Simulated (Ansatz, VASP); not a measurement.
## Two plane-wave programs on BN

INCAR

```
SYSTEM = BN
ALGO = Normal
EDIFF = 1E-6
ENCUT = 600
GGA = PS
GGA_COMPAT = .False.
ISIF = 2
ISMEAR = 0
LASPH = .True.
LCHARG = .False.
LREAL = .False.
LWAVE = .False.
NBANDS = 16
NELM = 120
PREC = Accurate
SIGMA = 0.01
```

Contents of KPOINTS:

```
k-points
0
Gamma
  9 9 6
  0 0 0
```

Contents of POSCAR:

```
BN
1.0
    2.5406380461      0.0000000000      0.0000000000
   -1.2703190231      2.2002570898      0.0000000000
    0.0000000000      0.0000000000      4.2026940542
B N
2 2
Direct
    0.3333333333      0.6666666667     -0.0002377689
    0.6666666667      0.3333333333      0.4997622311
    0.3333333333      0.6666666667      0.3742377689
    0.6666666667      0.3333333333      0.8742377689
```

Input for Ansatz:

```yaml
crystal:
  lattice:
    - [2.5406380461, 0.0, 0.0]
    - [-1.2703190231, 2.2002570898, 0.0]
    - [0.0, 0.0, 4.2026940542]
  atoms:
    - { symbol: B, position: [0.3333333333, 0.6666666667, -0.0002377689] }
    - { symbol: B, position: [0.6666666667, 0.3333333333, 0.4997622311] }
    - { symbol: "N", position: [0.3333333333, 0.6666666667, 0.3742377689] }
    - { symbol: "N", position: [0.6666666667, 0.3333333333, 0.8742377689] }
basis:
  ecutwfc: 600.0
kpoints:
  mp_grid: { grid: [9, 9, 6] }
  band_path:
    path:
      - [0.0, 0.0, 0.0]
      - [0.0, 0.0, 0.0]
      - [0.0, 0.0, 0.0]
      - [0.0, 0.0, 0.0]
      - [0.0, 0.0, 0.0]
      - [0.0, 0.0, 0.0]
      - [0.0, 0.0, 0.0]
      - [0.0, 0.0, 0.0]
      - [0.0, 0.0, 0.0]
      - [0.0, 0.0, 0.0]
      - [0.0, 0.0, 0.0]
      - [0.0, 0.0, 0.0]
      - [0.0, 0.0, 0.0]
      - [0.0, 0.0, 0.0]
      - [0.0, 0.0, 0.0]
      - [0.0, 0.0, 0.0]
      - [0.0, 0.0, 0.0]
      - [0.0, 0.0, 0.0]
      - [0.0, 0.0, 0.0]
      - [0.0, 0.0, 0.0]
      - [0.0, 0.0, 0.0]
      - [0.0, 0.0, 0.0]
      - [0.0, 0.0, 0.0]
      - [0.0, 0.0, 0.0]
      - [0.0, 0.0, 0.0]
      - [0.0, 0.0, 0.0]
      - [0.3, 0.0, 0.0]
      - [0.3166666667, 0.0, 0.0]
      - [0.3333333333, 0.0, 0.0]
      - [0.35, 0.0, 0.0]
      - [0.3666666667, 0.0, 0.0]
      - [0.3833333333, 0.0, 0.0]
      - [0.4, 0.0, 0.0]
      - [0.4166666667, 0.0, 0.0]
      - [0.4333333333, 0.0, 0.0]
      - [0.45, 0.0, 0.0]
      - [0.4666666667, 0.0, 0.0]
      - [0.4833333333, 0.0, 0.0]
      - [0.5, 0.0, 0.0]
      - [0.5, 0.0, 0.0]
      - [0.5, 0.0, 0.0416666667]
      - [0.5, 0.0, 0.0833333333]
      - [0.5, 0.0, 0.125]
      - [0.5, 0.0, 0.1666666667]
      - [0.5, 0.0, 0.2083333333]
      - [0.5, 0.0, 0.25]
      - [0.5, 0.0, 0.2916666667]
      - [0.5, 0.0, 0.3333333333]
      - [0.5, 0.0, 0.375]
      - [0.5, 0.0, 0.4166666667]
      - [0.5, 0.0, 0.4583333333]
      - [0.5, 0.0, 0.5]
      - [0.3333333333, 0.3333333333, 0.0]
      - [0.3333333333, 0.3333333333, 0.0]
      - [0.3333333333, 0.3333333333, 0.0]
      - [0.3333333333, 0.3333333333, 0.0]
      - [0.3333333333, 0.3333333333, 0.0]
      - [0.3333333333, 0.3333333333, 0.0]
      - [0.3333333333, 0.3333333333, 0.0]
      - [0.3333333333, 0.3333333333, 0.0]
      - [0.3333333333, 0.3333333333, 0.0]
      - [0.3333333333, 0.3333333333, 0.0]
      - [0.3333333333, 0.3333333333, 0.0]
      - [0.3333333333, 0.3333333333, 0.0]
      - [0.3333333333, 0.3333333333, 0.0]
      - [0.0, 0.0, 0.5]
      - [0.0, 0.0, 0.5]
      - [0.0, 0.0, 0.5]
      - [0.0, 0.0, 0.5]
      - [0.0, 0.0, 0.5]
      - [0.0, 0.0, 0.5]
      - [0.0, 0.0, 0.5]
      - [0.0, 0.0, 0.5]
      - [0.0, 0.0, 0.5]
      - [0.0, 0.0, 0.5]
      - [0.0, 0.0, 0.5]
      - [0.0, 0.0, 0.5]
      - [0.0, 0.0, 0.5]
    npoints: 1
hamiltonian:
  xc: pbesol
  pseudopotentials: { kind: paw, azcp: { folder: soft_1 } }
scf:
  occupations: { method: fixed }
  n_extra_bands: 6
output:
  eigenvalues: true
```

Alike in both runs: task single point; functional PBEsol; k mesh 9 × 9 × 6; no spin polarisation.

|  | VASP | Ansatz |
| --- | --- | --- |
| version | VASP 6.6.1 | Ansatz 0.2.0 |
| potentials or method | VASP PAW PBE potentials, release 64 (B, N), cutoff 600 eV | scalar-relativistic, plane waves, PAW |
| occupations | gaussian, width 0.01 eV | fixed |
| valence electrons in the cell | 16 | 16 |

|  | VASP | Ansatz | Ansatz less VASP |
| --- | --- | --- | --- |
| gap on the k mesh at the Fermi level (eV) | 4.95 | 4.96 | +0.012 |
| least direct gap on the mesh (eV) | 8.21 | 8.21 | +0.001 |

VASP's potentials were made for PBE, not for PBEsol, and Ansatz warns of the same on its side.
